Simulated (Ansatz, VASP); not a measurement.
## La in VASP and in Ansatz

Contents of POSCAR:

```
La
1.0
    0.0000000000      3.4581091680      3.4581091680
    3.4581091680      0.0000000000      3.4581091680
    3.4581091680      3.4581091680      0.0000000000
La
2
Direct
    0.1250000000      0.1250000000      0.1250000000
    0.8750000000      0.8750000000      0.8750000000
```

File INCAR.step1:

```
ALGO = Normal
EDIFF = 1E-5
ENCUT = 550
GGA = PE
GGA_COMPAT = F
ISMEAR = -1
LASPH = T
LCHARG = F
LMAXMIX = 6
LREAL = F
LWAVE = T
NBANDS = 18
NELM = 200
PREC = Accurate
SIGMA = 0.1
```

INCAR.step2

```
ALGO = Normal
EDIFF = 1E-6
ENCUT = 550
GGA_COMPAT = F
ISIF = 2
ISMEAR = -1
ISTART = 1
LASPH = T
LCHARG = F
LMAXMIX = 6
LMIXTAU = T
LREAL = F
LWAVE = F
METAGGA = R2SCAN
NBANDS = 18
NELM = 200
PREC = Accurate
SIGMA = 0.1
```

File KPOINTS:

```
k-points
0
Gamma
  9 9 9
```

Input for Ansatz:

```yaml
crystal:
  lattice:
    - [0.0, 3.458109168, 3.458109168]
    - [3.458109168, 0.0, 3.458109168]
    - [3.458109168, 3.458109168, 0.0]
  atoms:
    - { symbol: La, position: [0.125, 0.125, 0.125] }
    - { symbol: La, position: [0.875, 0.875, 0.875] }
hamiltonian:
  xc: r2scan
  pseudopotentials:
    kind: paw
    azcp:
      La: "pseudopotentials/La.paw.azcp"
basis:
  ecutwfc: 500
  fft_grid_basis: typed
kpoints:
  mp_grid: { grid: [9, 9, 9], shift: [0, 0, 0] }
magnetization:
  spin_polarized: false
scf:
  occupations: { method: fermi_dirac, width: 0.1 }
  lower_state_search: "off"
output:
  stress: true
```

Alike in both runs: task single point; functional r2SCAN; k mesh 9 × 9 × 9; occupations fermi-dirac, width 0.1 eV; no spin polarisation.

|  | VASP | Ansatz |
| --- | --- | --- |
| version | VASP 6.6.1 | Ansatz 0.2.0 |
| potentials or method | VASP PAW PBE potentials, release 64 (La), cutoff 550 eV | plane waves (500 eV) with PAW, scalar-relativistic |
| valence electrons in the cell | 22 | 22 |

|  | VASP | Ansatz | Ansatz less VASP |
| --- | --- | --- | --- |
| pressure (GPa) | -3.9 | -3.9 | +0.04 |

VASP's potentials were made for PBE, not for r2SCAN.

Spin-orbit coupling is off throughout.
